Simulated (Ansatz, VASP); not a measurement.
## One calculation of AlN, two programs

INCAR

```
SYSTEM = AlN
PREC = Accurate
ENCUT = 520
EDIFF = 1E-6
ISMEAR = 0
SIGMA = 0.05
LREAL = .False.
LASPH = .True.
NELM = 80
ALGO = Normal
ISIF = 2
LWAVE = .False.
LCHARG = .False.
GGA = PE
NBANDS = 16
```

Contents of KPOINTS:

```
regular mesh
0
Gamma
  12 12 6
  0 0 0
```

The input POSCAR:

```
AlN
1.0
    3.1302395627      0.0000000000      0.0000000000
   -1.5651197814      2.7108669813      0.0000000000
    0.0000000000      0.0000000000      5.0179796546
Al N
2 2
Direct
    0.2614538508      0.6666666667      0.0465674804
    0.6666666667      0.3333333333      0.5017287175
    0.3333333333      0.6666666667      0.3832712825
    0.6666666667      0.3333333333      0.8832712825
```

Input for Ansatz:

```yaml
crystal:
  lattice:
    - [3.1302395627, 0.0, 0.0]
    - [-1.5651197814, 2.7108669813, 0.0]
    - [0.0, 0.0, 5.0179796546]
  atoms:
    - { symbol: Al, position: [0.2614538508, 0.6666666667, 0.0465674804] }
    - { symbol: Al, position: [0.6666666667, 0.3333333333, 0.5017287175] }
    - { symbol: "N", position: [0.3333333333, 0.6666666667, 0.3832712825] }
    - { symbol: "N", position: [0.6666666667, 0.3333333333, 0.8832712825] }
basis:
  ecutwfc: 420
kpoints:
  mp_grid: { grid: [12, 12, 6] }
hamiltonian:
  xc: pbe
scf:
  occupations: { method: gaussian, width: 0.05 }
output:
  forces: true
  stress: true
  eigenvalues: true
```

Alike in both runs: task single point; functional PBE; k mesh 12 × 12 × 6; occupations gaussian, width 0.05 eV; no spin polarisation.

```csv
,VASP,Ansatz
version,VASP 6.6.1,Ansatz 0.2.0
potentials or method,"VASP PAW PBE potentials, release 64 (Al, N), cutoff 520 eV","scalar-relativistic, plane waves, PAW"
valence electrons in the cell,16,16
```

```csv
,VASP,Ansatz,Ansatz less VASP
gap on the k mesh at the Fermi level (eV),2.67,2.66,-0.014
least direct gap on the mesh (eV),2.67,2.66,-0.014
pressure (GPa),6.0,6.2,+0.20
"traceless stress, the component that is largest in VASP (GPa)",11.85,11.69,-0.153
rms of the force components (eV/Å),2.224,2.218,-0.0064
```

Atom by atom the forces differ by 0.008 eV/Å (rms over components). With one functional, cell and mesh, what is left measures potentials, basis and numerics.
